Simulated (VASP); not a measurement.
Wanted: the native input for a VASP 6.6.1 run.

| Quantity | Value |
| --- | --- |
| Task | relaxation of cell and atoms |
| Functional | PBE |
| Potentials or basis | VASP PAW PBE potentials, release 64 (Ca_sv, H) |
| Cutoff | 600 eV |
| k mesh | 4 × 4 × 4 |
| Occupations | gaussian, width 0.1 eV |
| Spin | no spin polarisation |
| Dipole correction | no |
| Further INCAR settings | ALGO = Normal; EDIFF = 1e-07; IBRION = 2; EDIFFG = -0.04; NSW = 90; ISIF = 3 |

The structure of Ca2H5 lies in POSCAR:

```
Ca2H5
1.0
    3.9686520900      0.0000000000      0.0000000000
    0.0000000000      3.9906656000      0.0000000000
   -1.8791934400      0.0000000000      6.7452267000
Ca H
2 5
Direct
    0.1495307200      0.0000000000      0.7913145300
    0.8504692800      0.0000000000      0.2086854700
    0.1621242900      0.5000000000      0.7983292900
    0.8378757100      0.5000000000      0.2016707100
    0.6897605800      0.0000000000      0.8706212600
    0.3102394200      0.0000000000      0.1293787400
    0.0000000000      0.0000000000      0.5000000000
```

The cell was generated, and may not be a known phase.

One way to write it, as run:

INCAR

```
SYSTEM = Ca2H5
  ALGO = Normal
  EDIFF = 1E-7
  EDIFFG = -0.04
  ENCUT = 600
  GGA = PE
  IBRION = 2
  ISIF = 3
  ISMEAR = 0
  LASPH = .TRUE.
  LCHARG = .FALSE.
  LREAL = .FALSE.
  LWAVE = .FALSE.
  NELM = 80
  NSW = 90
  PREC = Accurate
  SIGMA = 0.1
```

KPOINTS

```
k-points
0
G
  4 4 4
  0 0 0
```

Potentials or basis: VASP PAW PBE potentials, release 64 (Ca_sv, H).

Launch:

```sh
$ cat potpaw_PBE.64/Ca_sv/POTCAR potpaw_PBE.64/H/POTCAR > POTCAR
$ mpirun -np 1 vasp_std > vasp.out
```

It gave:

```yaml
Relaxed_volume: 19.82 Å³/atom
Relaxed_cell: a = 4.288 Å, b = 4.407 Å, c = 7.631 Å, α = 90.00°, β = 105.85°, γ = 90.00°
Space_group_after_relaxing_to_0.1_Å: P2/m (No. 10)
Energy_gained_by_relaxing: 104.7 meV/atom
Ionic_steps: 11
Pressure_after_relaxing: 0.0 GPa
Largest_force_after_relaxing: 0.026 eV/Å
Band_gap_on_the_k_mesh: zero (an odd number of electrons rules out a gap without spin polarisation)
```

Caveat: the k points lie up to 0.38 Å⁻¹ apart in the final cell, too coarse for converged energies and pressures of a metal; the volume moved by over 15 % at a fixed basis, so the end points are rough.

It took 11 min on 1 thread of Intel Xeon 8259CL, with other jobs on the host, peak memory 0.27 GiB.
